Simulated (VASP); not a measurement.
Runs of VASP 6.6.1 on Co. The structure is that of space group P6_3/mmc (No. 194), or close to it. The cells are those of the table. 

```tsv
task	level	potentials or basis	spin	cell	k mesh	cutoff (eV)	smearing	gap on the mesh (eV)	pressure (GPa)	moment (μB)
single point	PBE	VASP PAW PBE potentials, release 64 (Co)	collinear, ferromagnetic start	a = 2.472, b = 2.472, c = 4.021 Å, angles 90.0, 90.0, 120.0°, 2 atoms	2 × 4 × 2	600	gaussian 0.0680285 eV	none	(a)	3.25
single point	LDA	VASP PAW LDA potentials, release 64 (Co)	collinear, ferromagnetic start	a = 2.472, b = 2.472, c = 4.021 Å, angles 90.0, 90.0, 120.0°, 2 atoms	3 × 3 × 1	600	fermi-dirac 0.025852 eV	none	-14.4	3.78
single point	RPBE	VASP PAW PBE potentials, release 64 (Co)	collinear, ferromagnetic start	a = 2.472, b = 2.472, c = 4.021 Å, angles 90.0, 90.0, 120.0°, 2 atoms	3 × 3 × 2	600	gaussian 0.1 eV	none	11.8	3.00
single point	LDA	VASP PAW LDA potentials, release 64 (Co)	collinear, ferromagnetic start	a = 2.649, b = 2.649, c = 4.308 Å, angles 90.0, 90.0, 120.0°, 2 atoms	3 × 3 × 1	600	gaussian 0.1 eV	none	(d)	3.77
single point	PBE	VASP PAW PBE potentials, release 64 (Co)	collinear, ferromagnetic start	a = 2.472, b = 2.472, c = 4.021 Å, angles 90.0, 90.0, 120.0°, 2 atoms	4 × 4 × 2	600	gaussian 0.1 eV	none	(c)	3.38
single point	PBE	VASP PAW PBE potentials, release 64 (Co)	collinear, ferromagnetic start	a = 2.472, b = 2.472, c = 4.021 Å, angles 90.0, 90.0, 120.0°, 2 atoms	3 × 3 × 2	520	gaussian 0.1 eV	none	6.0	3.01
electric field gradients	PBE+D3(BJ)	VASP PAW PBE potentials, release 64 (Co)	off	a = 2.472, b = 2.472, c = 4.021 Å, angles 90.0, 90.0, 120.0°, 2 atoms	6 × 6 × 4	520	gaussian 0.1 eV	none	(b)	-
single point	PBE	VASP PAW PBE potentials, release 64 (Co)	collinear, ferromagnetic start	a = 2.472, b = 2.472, c = 4.021 Å, angles 90.0, 90.0, 120.0°, 2 atoms	3 × 3 × 1	600	gaussian 0.1 eV	none	4.0	3.68
```

Estimate the missing entries.

(a) 7.8; (b) -14.2; (c) 5.6; (d) -40.0.

Caveats: all runs use coarse meshes; the PAW data sets were made with another functional, which shifts forces and pressure a little (some runs); pairwise dispersion overbinds metals, which lowers pressure and volume (some runs).

A gap of «none» marks levels without a gap at the run's occupations.
